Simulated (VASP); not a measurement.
Write the native input for VASP 6.6.1 that does the following.

* Task: single point
* Functional: PBE
* Dispersion: D3(BJ)
* Potentials or basis: VASP PAW PBE potentials, release 64 (Pb_d, Se)
* Cutoff: 520 eV
* k mesh: 10 × 10 × 10
* Occupations: gaussian, width 0.03 eV
* Spin: no spin polarisation
* Dipole correction: no
* Further INCAR settings: ALGO = Normal; EDIFF = 1e-06; NBANDS = 17

The structure of PbSe lies in POSCAR:

```
PbSe
1.0
    0.0000000000      3.0135795723      2.8719413324
    3.0135795723      0.0000000000      2.8719413324
    3.0135795723      3.0135795723      0.0000000000
Pb Se
1 1
Direct
    0.0000000000      0.0000000000      0.0000000000
    0.5000000000      0.5000000000      0.5000000000
```

The input as run:

INCAR

```
SYSTEM = PbSe
  PREC = Accurate
  ENCUT = 520
  EDIFF = 1E-6
  ISMEAR = 0
  SIGMA = 0.03
  LREAL = .FALSE.
  LASPH = .TRUE.
  NELM = 60
  ALGO = Normal
  ISIF = 2
  LWAVE = .FALSE.
  LCHARG = .FALSE.
  GGA = PE
  IVDW = 12
  NBANDS = 17
```

KPOINTS

```
Automatic mesh
0
G
  10 10 10
  0 0 0
```

Potentials or basis: VASP PAW PBE potentials, release 64 (Pb_d, Se).

Command:

```sh
$ cat potpaw_PBE.64/Pb_d/POTCAR potpaw_PBE.64/Se/POTCAR > POTCAR
$ mpirun -np 1 vasp_std > vasp.out
```

Results of the run:

| Property | Result |
| --- | --- |
| Pressure | 6.9 GPa |
| Band gap on the k mesh | 0.16 eV |
| Dispersion energy per atom | -0.406 eV |

Caveat: the stress differs along the axes, from 4 to 13 GPa; spin-orbit coupling is left out, which moves the levels of the heavy elements.

Wall time 23 s on 1 thread of Intel(R) Xeon(R) 6975P-C (Granite Rapids), with other jobs on the host, peak memory 0.25 GiB.
